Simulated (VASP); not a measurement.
MgSnSb2, 4 atoms in the cell. The structure is tetragonal, space group P-4m2 (No. 115). Conventional cell: a = 4.495 Å, b = 4.495 Å, c = 6.357 Å, α = 90.00°, β = 90.00°, γ = 90.00°. Mg (site symmetry -4m2) has 4 Sb at 2.75 Å within 3.6 Å. Within 3.6 Å of Sb (site symmetry 2mm) lie 2 Mg at 2.75 Å and 2 Sn at 2.75 Å. Sn (site symmetry -4m2) has 4 Sb at 2.75 Å within 3.6 Å. 

* Program: VASP 6.6.1
* Task: relaxation of cell and atoms
* Functional: PBE
* Potentials or basis: VASP PAW PBE potentials, release 64 (Mg, Sb, Sn_d)
* Cutoff: 600 eV
* k mesh: 6 × 6 × 4
* Occupations: fermi-dirac, width 0.02 eV
* Spin: no spin polarisation
* Dipole correction: no
* Further INCAR settings: ALGO = Normal; EDIFF = 1e-06; IBRION = 2; EDIFFG = -0.005; NSW = 80; ISIF = 3

Potentials or basis: VASP PAW PBE potentials, release 64 (Mg, Sb, Sn_d).

Command:

```console
$ cat potpaw_PBE.64/Mg/POTCAR potpaw_PBE.64/Sb/POTCAR potpaw_PBE.64/Sn_d/POTCAR > POTCAR
$ mpirun -np 1 vasp_std > vasp.out
```

Hardware: 1 thread of AMD EPYC 9755 128-Core Processor (shared host).

**Question.** How long does it take, and how much memory?

**Answer.** Run time: 9.5 min on 1 thread of AMD EPYC 9755 128-Core Processor (shared host), peak memory 0.3 GiB. Counts: scf iterations 99, k points 30, ion steps 18.
